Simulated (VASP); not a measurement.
# BN: single point with r2SCAN

BN:

```xyz
2
Lattice="0.0000 1.7546 1.7546 1.7546 0.0000 1.7546 1.7546 1.7546 0.0000" Properties=species:S:1:pos:R:3 pbc="T T T"
B     0.0000    0.0000    0.0000
N     1.7546    1.7546    1.7546
```

This cell differs from its parent crystal: strain +0.5%.

```json
{
 "Program": "VASP 6.6.1",
 "Task": "single point",
 "Functional": "r2SCAN",
 "Potentials or basis": "VASP PAW PBE potentials, release 64 (B, N)",
 "Cutoff": "520 eV",
 "k mesh": "12 × 12 × 12",
 "Occupations": "gaussian, width 0.01 eV",
 "Spin": "no spin polarisation",
 "Dipole correction": "no",
 "Further INCAR settings": "ALGO = Normal; EDIFF = 1e-07; NBANDS = 11"
}
```

```json
{
 "Pressure": "-5.4 GPa",
 "Band gap on the k mesh": "1.21 eV, indirect (least direct gap 6.46 eV)"
}
```

Levels at points of the mesh, in eV from the valence-band top:
```csv
k point,band 2,band 3,band 4,band 5,band 6,band 7
"(0.00, 0.00, 0.00)",-0.92,-0.92,-0.92,9.49,12.99,12.99
"(0.50, 0.00, 0.00)",-13.02,-0.72,-0.72,5.73,5.73,7.78
"(0.50, 0.50, 0.00)",-12.16,-5.82,-5.82,1.21,9.61,15.65
```

It took 42 s on 1 thread of Intel(R) Xeon(R) Platinum 8259CL CPU @ 2.50GHz (Skylake/Cascade Lake) (shared host), peak memory 0.12 GiB.

Caveat: the cell differs from its parent crystal (strain +0.5%); the PAW data sets were made with another functional, which shifts forces and pressure a little. A k mesh can miss the band edges.
